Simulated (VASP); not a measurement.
# MgO (gw) (I4/mmm) in VASP: single point with PBEsol

Aim: the single point of MgO (gw) with PBEsol.

All numbers are computed with VASP 6.6.1; they aren't measurements. Logs are shortened: lines on timing, memory, paths and dates and some standing lists are left out, and cuts for length are marked.

**1. The cell of the first run**

It takes space group I4/mmm (No. 139, tetragonal). Conventional cell: a = 2.950 Å, b = 2.950 Å, c = 4.242 Å, α = 90.00°, β = 90.00°, γ = 90.00°. Within 2.8 Å of Mg (site symmetry 4/mmm) lie 6 O at 2.09 to 2.12 Å. Within 2.8 Å of O (site symmetry 4/mmm) lie 6 Mg at 2.09 to 2.12 Å.

**2. Single point, PBEsol**

INCAR reads:

```
  PREC = Accurate
  ENCUT = 600
  EDIFF = 1E-6
  ISMEAR = 0
  SIGMA = 0.01
  LREAL = F
  LASPH = T
  NELM = 120
  ALGO = Normal
  ISIF = 2
  LWAVE = F
  LCHARG = F
  GGA = PS
  NBANDS = 11
  GGA_COMPAT = F
```

KPOINTS reads:

```
Automatic mesh
0
Gamma
  6 6 6
```

POSCAR reads:

```
MgO
1.0
    0.0000000000      2.0863042994      2.1207675833
    2.0863042994      0.0000000000      2.1207675833
    2.0863042994      2.0863042994      0.0000000000
Mg O
1 1
Direct
    0.0000000000      0.0000000000      0.0000000000
    0.5000000000      0.5000000000      0.5000000000
```

Potentials or basis: VASP PAW PBE potentials, release 64 (Mg, O).

The run is started by

```sh
$ cat potpaw_PBE.64/Mg/POTCAR potpaw_PBE.64/O/POTCAR > POTCAR
$ mpirun -np 1 vasp_std > vasp.out
```

OUTCAR:

```text
PREC = Accurate
   ENCUT = 600
   EDIFF = 1E-6
   ISMEAR = 0
   LREAL = F
   LASPH = T
   NELM = 120
   ISIF = 2
   GGA = PS

 ion  position               nearest neighbor table
   1  0.000  0.000  0.000-   2 2.09   2 2.09   2 2.09   2 2.09   2 2.12   2 2.12
   2  0.500  0.500  0.500-   1 2.09   1 2.09   1 2.09   1 2.09   1 2.12   1 2.12

  LATTYP: Found a body centered tetragonal cell.
 ALAT       =     2.9504798354
 C/A-ratio  =     1.4375747008

  Lattice vectors:

 A1 = (  -2.0863042994,   0.0000000000,   2.1207675833)
 A2 = (   2.0863042994,   0.0000000000,   2.1207675833)
 A3 = (   0.0000000000,   2.0863042994,  -2.1207675833)

Analysis of symmetry for initial positions (statically):
=====================================================================
 Subroutine PRICEL returns:
 Original cell was already a primitive cell.

 Routine SETGRP: Setting up the symmetry group for a
 body centered tetragonal supercell.

 Subroutine GETGRP returns: Found 16 space group operations
 (whereof 16 operations were pure point group operations)
 out of a pool of 16 trial point group operations.

The static configuration has the point symmetry D_4h.

Analysis of symmetry for dynamics (positions and initial velocities):
=====================================================================
 Subroutine PRICEL returns:
 Original cell was already a primitive cell.

 Routine SETGRP: Setting up the symmetry group for a
 body centered tetragonal supercell.

 Subroutine GETGRP returns: Found 16 space group operations
 (whereof 16 operations were pure point group operations)
 out of a pool of 16 trial point group operations.

The dynamic configuration has the point symmetry D_4h.

 Subroutine INISYM returns: Found 16 space group operations
 (whereof 16 operations are pure point group operations),
 and found     1 'primitive' translations

----------------------------------------------------------------------------------------

                                     Primitive cell

  volume of cell :      18.4620

  direct lattice vectors                    reciprocal lattice vectors
     0.000000000  2.086304299  2.120767583    -0.239658232  0.239658232  0.235763694
     2.086304299  0.000000000  2.120767583     0.239658232 -0.239658232  0.235763694
     2.086304299  2.086304299  0.000000000     0.239658232  0.239658232 -0.235763694

  length of vectors
     2.974948869  2.974948869  2.950479835     0.412863968  0.412863968  0.412863968

  position of ions in fractional coordinates (direct lattice)
     0.000000000  0.000000000  0.000000000
     0.500000000  0.500000000  0.500000000

  ion indices of the primitive-cell ions
   primitive index   ion index
                 1           1
                 2           2

----------------------------------------------------------------------------------------

 KPOINTS: Automatic mesh

Automatic generation of k-mesh.
 Grid dimensions read from file:
 generate k-points for:    6    6    6

 Generating k-lattice:

  Cartesian coordinates                     Fractional coordinates (reciprocal lattice)
    -0.039943039  0.039943039  0.039293949     0.166666667  0.000000000  0.000000000
     0.039943039 -0.039943039  0.039293949     0.000000000  0.166666667  0.000000000
     0.039943039  0.039943039 -0.039293949     0.000000000  0.000000000  0.166666667

  Length of vectors
     0.068810661  0.068810661  0.068810661

  Shift w.r.t. Gamma in fractional coordinates (k-lattice)
     0.000000000  0.000000000  0.000000000

 Subroutine IBZKPT returns following result:
 ===========================================

 Found     30 irreducible k-points:

 Following reciprocal coordinates:
            Coordinates               Weight
  0.000000  0.000000  0.000000      1.000000
  0.166667  0.000000  0.000000      8.000000
  0.333333  0.000000  0.000000      8.000000
  0.500000  0.000000  0.000000      4.000000
  0.166667  0.166667  0.000000      2.000000
  0.333333  0.166667  0.000000      8.000000
[... 16 lines left out ...]
  0.333333  0.000000  0.333333      4.000000
  0.500000  0.000000  0.333333     16.000000
 [... further k-points ...]
   k-points           NKPTS =     30   k-points in BZ     NKDIM =     30   number of bands    NBANDS=     11
   number of dos      NEDOS =    301   number of ions     NIONS =      2
   total plane-waves  NPLWV =  13824
   dimension x,y,z NGX =    24 NGY =   24 NGZ =   24
   dimension x,y,z NGXF=    48 NGYF=   48 NGZF=   48
   ions per type =               1   1
   NGX,Y,Z   is equivalent  to a cutoff of  13.41, 13.41, 13.52 a.u.
   NGXF,Y,Z  is equivalent  to a cutoff of  26.82, 26.82, 27.05 a.u.
 SYSTEM =  unknown system
   PREC   = accura    normal or accurate (medium, high low for compatibility)
   ISTART =      0    job   : 0-new  1-cont  2-samecut
   ICHARG =      2    charge: 1-file 2-atom 10-const
   ISPIN  =      1    spin polarized calculation?
   LNONCOLLINEAR =      F non collinear calculations
   LSORBIT =      F    spin-orbit coupling
   LASPH  =      T    aspherical Exc in radial PAW
   ENCUT  =  600.0 eV  44.10 Ry    6.64 a.u.   5.94  5.94  5.89*2*pi/ulx,y,z
   NELM   =    120;   NELMIN=  2; NELMDL= -5     # of ELM steps
   EDIFF  = 0.1E-05   stopping-criterion for ELM
   LREAL  =      F    real-space projection
   EDIFFG = 0.1E-04   stopping-criterion for IOM
   NSW    =      0    number of steps for IOM
   IBRION =     -1    ionic relax: 0-MD 1-quasi-New 2-CG
   NFREE  =      0    steps in history (QN), initial steepest desc. (CG)
   ISIF   =      2    stress and relaxation
   ISYM   =      2    0-nonsym 1-usesym 2-fastsym
   POTIM  = 0.5000    time-step for ionic-motion
   TEBEG  =    0.0;   TEEND  =   0.0 temperature during run
   PSTRESS=    0.0 pullay stress
   NELECT =       8.0000    total number of electrons
   NUPDOWN=      -1.0000    fix difference up-down
   EMIN   =  10.00;   EMAX   =-10.00  energy-range for DOS
   EFERMI =   0.00;   METHOD = LEGACY
   ISMEAR =     0;   SIGMA  =   0.01  broadening in eV -4-tet -1-fermi 0-gaus
   EFERMI_NEDOS =   21; number of points for ismear=-14 and -15
   IALGO  =     38    algorithm
   IMIX   =      4    mixing-type and parameters
     AMIX     =   0.40;   BMIX     =  1.00
     AMIX_MAG =   1.60;   BMIX_MAG =  1.00
  volume/ion in A,a.u.               =       9.23        62.29
  Fermi-wavevector in a.u.,A,eV,Ry     =   1.238831  2.341051 20.880889  1.534702
  Thomas-Fermi vector in A             =   2.373340
   LORBIT       =      0    0 simple, 1 ext, 2 COOP (PROOUT), +10 PAW based schemes
   GGA     = PS    functional components
   LHFCALC =     F    Hartree Fock is set to
   AEXX    =    0.0000 exact exchange contribution
   IVDW    =     0    specifies the selected vdW correction
   LEPSILON=     F    determine dielectric tensor
   LRPA    =     F    only Hartree local field effects (RPA)
 non-spin polarized calculation
 Gauss-broadening in eV      SIGMA  =   0.01
  energy-cutoff  :      600.00
  volume of cell :       18.46
 maximum number of plane-waves:       636
   NGX = 11   NGY = 11   NGZ = 11

 number of electron       8.0000004 magnetization

 Free energy of the ion-electron system (eV)
  ---------------------------------------------------
  ext. energy  EPLUGINS =         0.00000000
  ---------------------------------------------------
  free energy    TOTEN  =       -12.51161248 eV

  energy without entropy =      -12.51161248  energy(sigma->0) =      -12.51161248

 E-fermi :   3.3181     XC(G=0): -11.3669

 val. band max:        3.1775150759   @ k =   0.0000   0.0000   0.0000
 cond. band min:       7.9038215420   @ k =   0.0000   0.0000   0.0000
 fundamental gap:      4.7263064661
 Fermi energy:         3.3180631695

 k-point     1 :       0.0000    0.0000    0.0000
  band No.  band energies     occupation
      1     -14.1121      2.00000
      2       3.1438      2.00000
      3       3.1438      2.00000
      4       3.1775      2.00000
      5       7.9038      0.00000
      6      18.7403      0.00000
      7      18.9166      0.00000
      8      18.9166      0.00000
      9      22.7319      0.00000
     10      24.3615      0.00000
     11      24.8981      0.00000

 k-point     2 :       0.1667    0.0000    0.0000
  band No.  band energies     occupation
      1     -13.8179      2.00000
      2       1.6132      2.00000
      3       2.9712      2.00000
      4       2.9771      2.00000
      5       9.3299      0.00000
      6      16.5125      0.00000
      7      19.3680      0.00000
      8      19.5260      0.00000
      9      23.1669      0.00000
     10      23.5669      0.00000
     11      25.4563      0.00000

 k-point     3 :       0.3333    0.0000    0.0000
  band No.  band energies     occupation
      1     -13.1525      2.00000
      2      -0.6013      2.00000
      3       2.6247      2.00000
      4       2.6483      2.00000
      5      10.7901      0.00000
      6      15.4413      0.00000
      7      19.5434      0.00000
      8      19.8747      0.00000
      9      23.9528      0.00000
     10      24.1156      0.00000
     11      24.6735      0.00000
[... 267 lines left out ...]
 k-point    23 :       0.3333    0.0000    0.3333
  band No.  band energies     occupation
      1     -12.9070      2.00000
      2      -0.3623      2.00000
      3       2.0080      2.00000
      4       2.0985      2.00000
      5      12.4809      0.00000
      6      12.9698      0.00000
      7      17.1229      0.00000
      8      21.2228      0.00000
      9      21.4534      0.00000
     10      27.7981      0.00000
     11      30.3803      0.00000

 k-point    24 :       0.5000    0.0000    0.3333
  band No.  band energies     occupation
      1     -12.5627      2.00000
      2      -0.7164      2.00000
      3       1.1940      2.00000
      4       1.9172      2.00000
      5      12.7771      0.00000
      6      13.9457      0.00000
      7      16.1668      0.00000
      8      21.3748      0.00000
      9      21.6877      0.00000
     10      28.9790      0.00000
     11      30.0187      0.00000

 [... further k-points ...]

------------------------ aborting loop because EDIFF is reached ----------------------------------------

  FORCE on cell =-STRESS in cart. coord.  units (eV):
  Direction    XX          YY          ZZ          XY          YZ          ZX
  --------------------------------------------------------------------------------------
  -------------------------------------------------------------------------------------
  Total        0.3117127      0.3117127     -0.0925774      0.0000000     -0.0000000      0.0000000
  in kB       27.0512135     27.0512135     -8.0341021      0.0000000     -0.0000000      0.0000000
  external PRESSURE =      15.3561083 kB  Pullay stress =       0.0000000 kB

 VOLUME and BASIS-vectors are now :
 -----------------------------------------------------------------------------
  energy-cutoff  :      600.00
  volume of cell :       18.46
      direct lattice vectors                 reciprocal lattice vectors
     0.000000000  2.086304299  2.120767583    -0.239658232  0.239658232  0.235763694
     2.086304299  0.000000000  2.120767583     0.239658232 -0.239658232  0.235763694
     2.086304299  2.086304299  0.000000000     0.239658232  0.239658232 -0.235763694

 POSITION                                       TOTAL-FORCE (eV/Angst)
 -----------------------------------------------------------------------------------
      0.00000      0.00000      0.00000        -0.000000      0.000000      0.000000
      2.08630      2.08630      2.12077         0.000000     -0.000000      0.000000
 -----------------------------------------------------------------------------------
    total drift:                               -0.000000     -0.000000      0.000000

  FREE ENERGIE OF THE ION-ELECTRON SYSTEM (eV)
  ---------------------------------------------------
  free  energy   TOTEN  =       -12.5116124793 eV

  energy  without entropy=      -12.5116124793  energy(sigma->0) =      -12.51161248
```

Wall time 9 s (1 thread of AMD EPYC 7R13 (Zen 3), shared host); peak memory 0.11 GiB.

Results:

```
Free energy            : -12.5116 eV
Pressure               : 1.5 GPa
Band gap on the k mesh : 4.73 eV, direct
```

Stress tensor (GPa, compression positive):
```
 2.71  0.00  0.00
 0.00  2.71  0.00
 0.00  0.00 -0.80
```

Levels at points of the mesh, in eV from the valence-band top:
| k point | band 1 | band 2 | band 3 | band 4 | band 5 | band 6 | band 7 | band 8 |
| --- | --- | --- | --- | --- | --- | --- | --- | --- |
| (0.00, 0.00, 0.00) | -17.29 | -0.03 | -0.03 | 0.00 | 4.73 | 15.56 | 15.74 | 15.74 |
| (0.50, 0.00, 0.00) | -15.95 | -4.76 | -0.72 | -0.68 | 7.80 | 12.61 | 16.10 | 16.47 |
| (0.50, 0.50, 0.00) | -15.71 | -4.26 | -1.36 | -1.36 | 9.03 | 10.01 | 12.93 | 19.13 |
| (0.50, 0.00, 0.50) | -15.66 | -4.20 | -1.48 | -1.38 | 8.86 | 9.98 | 13.15 | 18.77 |

Caveat: the k points lie up to 0.43 Å⁻¹ apart; the PAW data sets were made with another functional, which shifts forces and pressure a little.
